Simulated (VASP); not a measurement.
# Au (R-3m) in VASP: single point with r2SCAN

Aim: the single point of Au with r2SCAN.

Program: VASP 6.6.1. These are calculated values, not measurements. Logs are shortened: lines on timing, memory, paths and dates and some standing lists are left out, and cuts for length are marked.

## (1) The cell of the first run

The structure is trigonal, space group R-3m (No. 166). Conventional cell: a = 3.054 Å, b = 3.054 Å, c = 6.358 Å, α = 90.00°, β = 90.00°, γ = 120.00°. Within 3.6 Å of Au (site symmetry -3m) lie 12 Au at 2.76 to 3.05 Å.

## (2) Single point, r2SCAN

POSCAR

```
Au
1.0
   -0.2159367241      1.9434305171      1.9434305171
    1.9434305171     -0.2159367241      1.9434305171
    1.9434305171      1.9434305171     -0.2159367241
Au
1
Direct
    0.0000000000      0.0000000000      0.0000000000
```

INCAR.step1

```
SYSTEM = Au
PREC = Accurate
ENCUT = 520
ISMEAR = 0
SIGMA = 0.15
LREAL = .False.
LASPH = .True.
NELM = 100
NBANDS = 12
GGA = PE
ALGO = Normal
EDIFF = 1E-4
LWAVE = .True.
LCHARG = .False.
```

INCAR.step2

```
SYSTEM = Au
PREC = Accurate
ENCUT = 520
EDIFF = 1E-7
ISMEAR = 0
SIGMA = 0.15
LREAL = .False.
LASPH = .True.
NELM = 100
ALGO = Normal
ISIF = 2
LWAVE = .False.
LCHARG = .False.
METAGGA = R2SCAN
LMIXTAU = .True.
NBANDS = 12
ISTART = 1
```

KPOINTS

```
Automatic mesh
0
Gamma
  16 16 16
  0 0 0
```

Potentials or basis: VASP PAW PBE potentials, release 64 (Au).

The run is started by

```
cat potpaw_PBE.64/Au/POTCAR > POTCAR
cp INCAR.step1 INCAR
mpirun -np 1 vasp_std > vasp.out
cp INCAR.step2 INCAR
mpirun -np 1 vasp_std > vasp.out
```

OUTCAR:

```text
SYSTEM = Au
   PREC = Accurate
   ENCUT = 520
   EDIFF = 1E-7
   ISMEAR = 0
   LREAL = .False.
   LASPH = .True.
   NELM = 100
   ISIF = 2
   METAGGA = R2SCAN
   ISTART = 1

 ion  position               nearest neighbor table
   1  0.000  0.000  0.000-

  LATTYP: Found a trigonal (rhomboedric) cell.
 ALAT       =     2.7568955400
 COS(alpha) =     0.3865030675

  Lattice vectors:

 A1 = (  -0.2159367241,   1.9434305171,   1.9434305171)
 A2 = (   1.9434305171,  -0.2159367241,   1.9434305171)
 A3 = (   1.9434305171,   1.9434305171,  -0.2159367241)

Analysis of symmetry for initial positions (statically):
=====================================================================
 Subroutine PRICEL returns:
 Original cell was already a primitive cell.

 Routine SETGRP: Setting up the symmetry group for a
 trigonal (rhombohedral) supercell.

 Subroutine GETGRP returns: Found 12 space group operations
 (whereof 12 operations were pure point group operations)
 out of a pool of 12 trial point group operations.

The static configuration has the point symmetry D_3d.

Analysis of symmetry for dynamics (positions and initial velocities):
=====================================================================
 Subroutine PRICEL returns:
 Original cell was already a primitive cell.

 Routine SETGRP: Setting up the symmetry group for a
 trigonal (rhombohedral) supercell.

 Subroutine GETGRP returns: Found 12 space group operations
 (whereof 12 operations were pure point group operations)
 out of a pool of 12 trial point group operations.

The dynamic configuration has the point symmetry D_3d.

 Subroutine INISYM returns: Found 12 space group operations
 (whereof 12 operations are pure point group operations),
 and found     1 'primitive' translations

----------------------------------------------------------------------------------------

                                     Primitive cell

  volume of cell :      17.1170

  direct lattice vectors                    reciprocal lattice vectors
    -0.215936724  1.943430517  1.943430517    -0.217928765  0.245169860  0.245169860
     1.943430517 -0.215936724  1.943430517     0.245169860 -0.217928765  0.245169860
     1.943430517  1.943430517 -0.215936724     0.245169860  0.245169860 -0.217928765

  length of vectors
     2.756895540  2.756895540  2.756895540     0.409523464  0.409523464  0.409523464

  position of ions in fractional coordinates (direct lattice)
     0.000000000  0.000000000  0.000000000

  ion indices of the primitive-cell ions
   primitive index   ion index
                 1           1

----------------------------------------------------------------------------------------

 KPOINTS: Automatic mesh

Automatic generation of k-mesh.
 Grid dimensions read from file:
 generate k-points for:   16   16   16

 Generating k-lattice:

  Cartesian coordinates                     Fractional coordinates (reciprocal lattice)
    -0.013620548  0.015323116  0.015323116     0.062500000  0.000000000 -0.000000000
     0.015323116 -0.013620548  0.015323116     0.000000000  0.062500000 -0.000000000
     0.015323116  0.015323116 -0.013620548     0.000000000  0.000000000  0.062500000

  Length of vectors
     0.025595216  0.025595216  0.025595216

  Shift w.r.t. Gamma in fractional coordinates (k-lattice)
     0.000000000  0.000000000  0.000000000

 Subroutine IBZKPT returns following result:
 ===========================================

 Found    417 irreducible k-points:

 Following reciprocal coordinates:
            Coordinates               Weight
  0.000000  0.000000  0.000000      1.000000
  0.062500  0.000000  0.000000      6.000000
  0.125000  0.000000  0.000000      6.000000
  0.187500  0.000000 -0.000000      6.000000
  0.250000  0.000000  0.000000      6.000000
  0.312500  0.000000 -0.000000      6.000000
[... 16 lines left out ...]
 -0.125000  0.062500 -0.000000     12.000000
 -0.062500  0.062500  0.000000      6.000000
 [... further k-points ...]
   k-points           NKPTS =    417   k-points in BZ     NKDIM =    417   number of bands    NBANDS=     12
   number of dos      NEDOS =    301   number of ions     NIONS =      1
   total plane-waves  NPLWV =  13824
   dimension x,y,z NGX =    24 NGY =   24 NGZ =   24
   dimension x,y,z NGXF=    48 NGYF=   48 NGZF=   48
   ions per type =               1
   NGX,Y,Z   is equivalent  to a cutoff of  14.47, 14.47, 14.47 a.u.
   NGXF,Y,Z  is equivalent  to a cutoff of  28.94, 28.94, 28.94 a.u.
 SYSTEM =  Au
   PREC   = accura    normal or accurate (medium, high low for compatibility)
   ISTART =      1    job   : 0-new  1-cont  2-samecut
   ICHARG =      0    charge: 1-file 2-atom 10-const
   ISPIN  =      1    spin polarized calculation?
   LNONCOLLINEAR =      F non collinear calculations
   LSORBIT =      F    spin-orbit coupling
   LASPH  =      T    aspherical Exc in radial PAW
   ENCUT  =  520.0 eV  38.22 Ry    6.18 a.u.   5.13  5.13  5.13*2*pi/ulx,y,z
   NELM   =    100;   NELMIN=  2; NELMDL=  0     # of ELM steps
   EDIFF  = 0.1E-06   stopping-criterion for ELM
   LREAL  =      F    real-space projection
   EDIFFG = 0.1E-05   stopping-criterion for IOM
   NSW    =      0    number of steps for IOM
   IBRION =     -1    ionic relax: 0-MD 1-quasi-New 2-CG
   NFREE  =      0    steps in history (QN), initial steepest desc. (CG)
   ISIF   =      2    stress and relaxation
   ISYM   =      2    0-nonsym 1-usesym 2-fastsym
   POTIM  = 0.5000    time-step for ionic-motion
   TEBEG  =    0.0;   TEEND  =   0.0 temperature during run
   PSTRESS=    0.0 pullay stress
   NELECT =      11.0000    total number of electrons
   NUPDOWN=      -1.0000    fix difference up-down
   EMIN   =  10.00;   EMAX   =-10.00  energy-range for DOS
   EFERMI =   0.00;   METHOD = LEGACY
   ISMEAR =     0;   SIGMA  =   0.15  broadening in eV -4-tet -1-fermi 0-gaus
   EFERMI_NEDOS =   21; number of points for ismear=-14 and -15
   IALGO  =     38    algorithm
   IMIX   =      4    mixing-type and parameters
     AMIX     =   0.40;   BMIX     =  1.00
     AMIX_MAG =   1.60;   BMIX_MAG =  1.00
  volume/ion in A,a.u.               =      17.12       115.51
  Fermi-wavevector in a.u.,A,eV,Ry     =   1.412742  2.669696 27.155058  1.995840
  Thomas-Fermi vector in A             =   2.534459
   LORBIT       =      0    0 simple, 1 ext, 2 COOP (PROOUT), +10 PAW based schemes
   METAGGA = R2SCAN    functional components
   LHFCALC =     F    Hartree Fock is set to
   AEXX    =    0.0000 exact exchange contribution
   IVDW    =     0    specifies the selected vdW correction
   LEPSILON=     F    determine dielectric tensor
   LRPA    =     F    only Hartree local field effects (RPA)
 non-spin polarized calculation
 Gauss-broadening in eV      SIGMA  =   0.15
  energy-cutoff  :      520.00
  volume of cell :       17.12
 maximum number of plane-waves:       474
 NGX is ok and might be reduce to    24
   NGX = 11   NGY = 11   NGZ = 11

 number of electron      10.9999999 magnetization

 Free energy of the ion-electron system (eV)
  ---------------------------------------------------
  ext. energy  EPLUGINS =         0.00000000
  ---------------------------------------------------
  free energy    TOTEN  =       -50.54457124 eV

  energy without entropy =      -50.54207742  energy(sigma->0) =      -50.54332433

 E-fermi :   9.2462     XC(G=0): -13.5690

 val. band max:        9.2329106932   @ k =   0.4375   0.4375   0.1250
 cond. band min:       9.2588016548   @ k =   0.4375   0.4375   0.1875
 fundamental gap:      0.0258909616
 Fermi energy:         9.2462328190

 k-point     1 :       0.0000    0.0000    0.0000
  band No.  band energies     occupation
      1      -0.8026      2.00000
      2       3.5253      2.00000
      3       3.5253      2.00000
      4       5.3755      2.00000
      5       6.0914      2.00000
      6       6.0914      2.00000
      7      24.2061      0.00000
      8      27.0542      0.00000
      9      27.0542      0.00000
     10      32.9787      0.00000
     11      33.5967      0.00000
     12      36.7390      0.00000

 k-point     2 :       0.0625    0.0000    0.0000
  band No.  band energies     occupation
      1      -0.6731      2.00000
      2       3.5429      2.00000
      3       3.5443      2.00000
      4       5.3872      2.00000
      5       6.0693      2.00000
      6       6.0780      2.00000
      7      24.2997      0.00000
      8      26.3955      0.00000
      9      27.2496      0.00000
     10      32.7854      0.00000
     11      34.3899      0.00000
     12      35.5526      0.00000

 k-point     3 :       0.1250    0.0000    0.0000
  band No.  band energies     occupation
      1      -0.3015      2.00000
      2       3.5844      2.00000
      3       3.6015      2.00000
      4       5.4313      2.00000
      5       6.0214      2.00000
      6       6.0535      2.00000
      7      24.0107      0.00000
      8      25.3606      0.00000
      9      27.8011      0.00000
     10      32.7649      0.00000
     11      33.7590      0.00000
     12      34.2356      0.00000

 k-point     4 :       0.1875    0.0000   -0.0000
  band No.  band energies     occupation
      1       0.2491      2.00000
      2       3.6192      2.00000
      3       3.7256      2.00000
      4       5.4963      2.00000
      5       5.9931      2.00000
      6       6.0784      2.00000
      7      22.1270      0.00000
      8      25.4939      0.00000
      9      28.5628      0.00000
     10      32.0449      0.00000
     11      32.7349      0.00000
     12      33.6392      0.00000

 k-point     5 :       0.2500    0.0000    0.0000
  band No.  band energies     occupation
      1       0.8375      2.00000
      2       3.6146      2.00000
      3       4.0381      2.00000
      4       5.5099      2.00000
      5       6.0301      2.00000
      6       6.2501      2.00000
      7      19.7822      0.00000
      8      25.6031      0.00000
      9      29.0083      0.00000
     10      31.7009      0.00000
     11      31.9343      0.00000
     12      33.4742      0.00000
[... 228 lines left out ...]
      1       1.0955      2.00000
      2       3.6021      2.00000
      3       4.0927      2.00000
      4       5.4875      2.00000
      5       6.0529      2.00000
      6       6.4819      2.00000
      7      19.1468      0.00000
      8      25.0743      0.00000
      9      27.9469      0.00000
     10      31.1098      0.00000
     11      32.8868      0.00000
     12      34.5400      0.00000

 k-point    22 :      -0.1875    0.0625    0.0000
  band No.  band energies     occupation
      1       0.5318      2.00000
      2       3.5586      2.00000
      3       3.7717      2.00000
      4       5.5240      2.00000
      5       5.9233      2.00000
      6       6.3012      2.00000
      7      21.5210      0.00000
      8      25.0650      0.00000
      9      28.0286      0.00000
     10      30.9841      0.00000
     11      33.4493      0.00000
     12      34.3834      0.00000

 k-point    23 :      -0.1250    0.0625   -0.0000
  band No.  band energies     occupation
      1      -0.0496      2.00000
      2       3.4964      2.00000
      3       3.6712      2.00000
      4       5.4922      2.00000
      5       5.9338      2.00000
      6       6.1964      2.00000
      7      23.6608      0.00000
      8      24.8893      0.00000
      9      27.5035      0.00000
     10      32.1499      0.00000
     11      33.4185      0.00000
     12      34.6412      0.00000

 k-point    24 :      -0.0625    0.0625    0.0000
  band No.  band energies     occupation
      1      -0.4777      2.00000
      2       3.4953      2.00000
      3       3.5966      2.00000
      4       5.4376      2.00000
      5       6.0074      2.00000
      6       6.1354      2.00000
      7      24.3887      0.00000
      8      25.6064      0.00000
      9      27.1580      0.00000
     10      33.2042      0.00000
     11      33.8875      0.00000
     12      35.2870      0.00000

 [... further k-points ...]
[... 5 lines left out ...]
  --------------------------------------------------------------------------------------
  -------------------------------------------------------------------------------------
  Total        0.8894776      0.8894776      0.8894776      0.2764852      0.2764852      0.2764852
  in kB       83.2563040     83.2563040     83.2563040     25.8793922     25.8793922     25.8793922
  external PRESSURE =      83.2563040 kB  Pullay stress =       0.0000000 kB

 VOLUME and BASIS-vectors are now :
 -----------------------------------------------------------------------------
  energy-cutoff  :      520.00
  volume of cell :       17.12
      direct lattice vectors                 reciprocal lattice vectors
    -0.215936724  1.943430517  1.943430517    -0.217928765  0.245169860  0.245169860
     1.943430517 -0.215936724  1.943430517     0.245169860 -0.217928765  0.245169860
     1.943430517  1.943430517 -0.215936724     0.245169860  0.245169860 -0.217928765

 POSITION                                       TOTAL-FORCE (eV/Angst)
 -----------------------------------------------------------------------------------
      0.00000      0.00000      0.00000         0.000000      0.000000     -0.000000
 -----------------------------------------------------------------------------------
    total drift:                               -0.000000      0.000000     -0.000000

  FREE ENERGIE OF THE ION-ELECTRON SYSTEM (eV)
  ---------------------------------------------------
  free  energy   TOTEN  =       -50.5445712355 eV

  energy  without entropy=      -50.5420774226  energy(sigma->0) =      -50.54332433
```

Wall time 2.5 min (1 thread of Intel Xeon Platinum 8488C (Sapphire Rapids), shared host); peak memory 0.21 GiB.

Results:

| Item | Value |
| --- | --- |
| Free energy | -50.5446 eV |
| Pressure | 8.3 GPa |

Stress tensor (GPa, compression positive):
```
8.33 2.59 2.59
2.59 8.33 2.59
2.59 2.59 8.33
```

Caveat: the PAW data sets were made with another functional, which shifts forces and pressure a little; spin-orbit coupling is left out, which moves the levels of the heavy elements.
